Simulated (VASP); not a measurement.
# BP: single point with PBE

BP:

```
P B
1.0
     0.00000    2.26900    2.26900
     2.26900    0.00000    2.26900
     2.26900    2.26900    0.00000
P B
1 1
Direct
  0.75000 0.75000 0.75000
  0.00000 0.00000 0.00000
```

| Quantity | Value |
| --- | --- |
| Program | VASP 6.6.1 |
| Task | single point |
| Functional | PBE |
| Potentials or basis | VASP PAW PBE potentials, release 64 (P, B) |
| Cutoff | 520 eV |
| k mesh | 10 × 10 × 10 |
| Occupations | gaussian, width 0.022 eV |
| Spin | no spin polarisation |

```json
{
 "Pressure": "0.9 GPa",
 "Band gap on the k mesh": "1.24 eV, indirect (least direct gap 3.40 eV)"
}
```

Levels at points of the mesh, in eV from the valence-band top:
```tsv
k point	band 1	band 2	band 3	band 4	band 5	band 6	band 7	band 8	band 9
(0.00, 0.00, 0.00)	-15.46	0.00	0.00	0.00	3.40	3.40	3.40	7.37	11.51
(0.50, 0.00, 0.00)	-12.14	-9.03	-1.76	-1.76	3.78	4.71	4.71	10.13	14.63
(0.50, 0.50, 0.00)	-10.61	-8.58	-4.11	-4.11	1.33	1.66	12.12	12.12	15.23
```

It took 5.3 s on 1 thread of Intel Xeon 6975P-C, on a shared host, peak memory 0.14 GiB.

A k mesh can miss the band edges. As with any semilocal functional, this PBE gap is likely too small.
